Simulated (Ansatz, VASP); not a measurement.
# One calculation of Al2Pt, two programs

File POSCAR:

```
Al2Pt
1.0
    0.0000000000      2.9501491000      2.9501491000
    2.9501491000      0.0000000000      2.9501491000
    2.9501491000      2.9501491000      0.0000000000
Pt Al
1 2
Direct
    0.0000000000      0.0000000000      0.0000000000
    0.2500000000      0.2500000000      0.2500000000
    0.7500000000      0.7500000000      0.7500000000
```

The input INCAR.step1:

```
ALGO = Normal ; EDIFF = 1E-4
ENCUT = 520 ; GGA = PE
ISMEAR = -1 ; LASPH = True
LCHARG = False ; LREAL = False
LWAVE = True ; NBANDS = 15
NELM = 80 ; PREC = Accurate
SIGMA = 0.0377
```

File INCAR.step2:

```
ALGO = Normal ; EDIFF = 1E-6
ENCUT = 520 ; ISIF = 2
ISMEAR = -1 ; ISTART = 1
LASPH = True ; LCHARG = False
LMIXTAU = True ; LREAL = False
LWAVE = False ; METAGGA = R2SCAN
NBANDS = 15 ; NELM = 80
PREC = Accurate ; SIGMA = 0.0377
```

KPOINTS

```
k-points
0
Gamma
  5 5 5
```

Input for Ansatz:

```yaml
crystal:
  lattice:
    - [0.0, 2.9501491, 2.9501491]
    - [2.9501491, 0.0, 2.9501491]
    - [2.9501491, 2.9501491, 0.0]
  atoms:
    - { symbol: Pt, position: [0.0, 0.0, 0.0] }
    - { symbol: Al, position: [0.25, 0.25, 0.25] }
    - { symbol: Al, position: [0.75, 0.75, 0.75] }
  symmetry: { tolerance: 0.0003 }
kpoints:
  mp_grid: { grid: [5, 5, 5], shift: [0, 0, 0] }
magnetization:
  spin_polarized: false
scf:
  occupations: { method: fermi_dirac, width: 0.0377 }
hamiltonian:
  pseudopotentials: { kind: paw }
  xc: r2scan
basis:
  ecutwfc: 500
output:
  forces: true
  stress: true
  eigenvalues: true
```

Alike in both runs: task single point; functional r2SCAN; k mesh 5 × 5 × 5; occupations fermi-dirac, width 0.0377 eV; no spin polarisation.

|  | VASP | Ansatz |
| --- | --- | --- |
| version | VASP 6.6.1 | Ansatz 0.2.0 |
| potentials or method | VASP PAW PBE potentials, release 64 (Pt, Al), cutoff 520 eV | PAW plane waves |
| valence electrons in the cell | 16 | 24 |

VASP gave:

| Quantity | Value |
| --- | --- |
| gap on the k mesh at the Fermi level (eV) | none |
| pressure (GPa) | 0.1 |

**Question.** Estimate Ansatz's values.

**Answer.** gap on the k mesh at the Fermi level (eV): none; pressure (GPa): 0.4.

VASP's potentials were made for PBE, not for r2SCAN. A gap of «none» marks a metal or a gap that the smearing closes. VASP's potentials hold 16 valence electrons a cell and Ansatz's 24, so a difference there can come from the potentials and not from the codes.

The k mesh is coarse, so the values compare programs but aren't converged. Neither program's run includes spin-orbit coupling.
